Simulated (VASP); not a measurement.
Set up this calculation in VASP 6.6.1, as the native input.

```
Task                   : single point
Functional             : PBEsol
Potentials or basis    : VASP PAW PBE potentials, release 64 (Ge_d)
Cutoff                 : 520 eV
k mesh                 : 20 × 20 × 18
Occupations            : gaussian, width 0.15 eV
Spin                   : no spin polarisation
Dipole correction      : no
Further INCAR settings : ALGO = Normal; EDIFF = 1e-07; NBANDS = 13
```

The structure of Ge lies in POSCAR:

```
Ge
1.0
    1.3971490000     -2.6265211600      0.0000000000
    1.3971490000      2.6265211600      0.0000000000
    0.0000000000      0.0000000000      2.6982310000
Ge
1
Direct
    0.5000000000      0.5000000000      0.0000000000
```

This cell differs from its parent crystal: strain +0.0100 x Voigt [0, 1, 0, 0, 0, 0].

One way to write it, as run:

INCAR

```
SYSTEM = Ge
PREC     = Accurate       ! precision mode
ENCUT    = 520            ! plane-wave cutoff, eV
EDIFF    = 1E-7           ! SCF threshold, eV
ISMEAR   = 0              ! smearing method
SIGMA    = 0.15           ! smearing width, eV
LREAL    = .False.        ! projectors in reciprocal space
LASPH    = .True.         ! aspherical terms in the spheres
NELM     = 100            ! most SCF steps
ALGO     = Normal         ! electronic algorithm
ISIF     = 2              ! what is computed and relaxed
LWAVE    = .False.        ! write WAVECAR
LCHARG   = .False.        ! write CHGCAR
GGA      = PS             ! functional
NBANDS   = 13             ! bands
```

KPOINTS

```
regular mesh
0
Gamma
  20 20 18
  0 0 0
```

Potentials or basis: VASP PAW PBE potentials, release 64 (Ge_d).

The run is started by

```sh
$ cat potpaw_PBE.64/Ge_d/POTCAR > POTCAR
$ mpirun -np 1 vasp_std > vasp.out
```

Results of the run:

```json
{"Pressure": "-4.7 GPa", "Band gap on the k mesh": "zero (bands 7 and 8 overlap by 9.56 eV)"}
```

Caveat: the cell differs from its parent crystal (strain +0.0100 x Voigt [0, 1, 0, 0, 0, 0]); the cell stands under tension; the PAW data sets were made with another functional, which shifts forces and pressure a little.

Wall time 51 s on 1 thread of Intel(R) Xeon(R) 6975P-C (Granite Rapids) (shared host), peak memory 0.35 GiB.
